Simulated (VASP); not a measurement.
A run of VASP 6.6.1 is set up as follows.

File INCAR:

```
PREC = Accurate
ENCUT = 520
EDIFF = 1E-6
ISMEAR = 1
SIGMA = 0.1
LREAL = F
LASPH = T
NELM = 100
ALGO = Normal
ISIF = 2
LWAVE = F
LCHARG = F
NBANDS = 32
```

Contents of KPOINTS:

```
Automatic mesh
0
Gamma
  6 6 6
```

File POSCAR:

```
TaTi3
1.0
    4.1330540000      0.0000000000      0.0000000000
    0.0000000000      4.1330540000      0.0000000000
    0.0000000000      0.0000000000      4.1330540000
Ti Ta
3 1
Direct
    0.0000000000      0.5000000000      0.5000000000
    0.5000000000      0.0000000000      0.5000000000
    0.5000000000      0.5000000000      0.0000000000
    0.0000000000      0.0000000000      0.0000000000
```

Potentials or basis: VASP PAW LDA potentials, release 64 (Ti_sv, Ta_pv).

Run with:

```sh
$ cat potpaw_LDA.64/Ti_sv/POTCAR potpaw_LDA.64/Ta_pv/POTCAR > POTCAR
$ mpirun -np 1 vasp_std > vasp.out
```

Q: Estimate the pressure.

A: -9.7 GPa.
